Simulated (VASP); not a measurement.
Wanted: the native input for a VASP 6.6.1 run.

```
Task                   : single point
Functional             : PBE
Potentials or basis    : VASP PAW PBE potentials, release 64 (Na_pv, F)
Cutoff                 : 600 eV
k mesh                 : 4 × 4 × 4
Occupations            : gaussian, width 0.01 eV
Spin                   : no spin polarisation
Dipole correction      : no
Further INCAR settings : ALGO = Normal; EDIFF = 1e-06; NBANDS = 14
```

The structure of NaF lies in POSCAR:

```
NaF
1.0
    0.0000000000      2.6129707721      2.6129707721
    2.6129707721      0.0000000000      2.6129707721
    2.6129707721      2.6129707721      0.0000000000
Na F
1 1
Direct
    0.0000000000      0.0000000000      0.0000000000
    0.2500000000      0.2500000000      0.2500000000
```

This cell differs from its parent crystal: volume changed by +10%.

One way to write it, as run:

INCAR

```
PREC     = Accurate       # precision mode
ENCUT    = 600            # plane-wave cutoff, eV
EDIFF    = 1E-6           # SCF threshold, eV
ISMEAR   = 0              # smearing method
SIGMA    = 0.01           # smearing width, eV
LREAL    = False          # projectors in reciprocal space
LASPH    = True           # aspherical terms in the spheres
NELM     = 120            # most SCF steps
ALGO     = Normal         # electronic algorithm
ISIF     = 2              # what is computed and relaxed
LWAVE    = False          # write WAVECAR
LCHARG   = False          # write CHGCAR
GGA      = PE             # functional
NBANDS   = 14             # bands
GGA_COMPAT= False
```

KPOINTS

```
Automatic mesh
0
Gamma
  4 4 4
```

Potentials or basis: VASP PAW PBE potentials, release 64 (Na_pv, F).

Run with:

```bash
$ cat potpaw_PBE.64/Na_pv/POTCAR potpaw_PBE.64/F/POTCAR > POTCAR
$ mpirun -np 1 vasp_std > vasp.out
```

It gave:

| Property | Result |
| --- | --- |
| Pressure | -1.3 GPa |
| Band gap on the k mesh | 5.31 eV, direct |

Caveat: the k points lie up to 0.52 Å⁻¹ apart.

Run time: 4.5 s on 1 thread of Intel(R) Xeon(R) Platinum 8375C CPU @ 2.90GHz (Ice Lake), with other jobs on the host, peak memory 0.15 GiB.
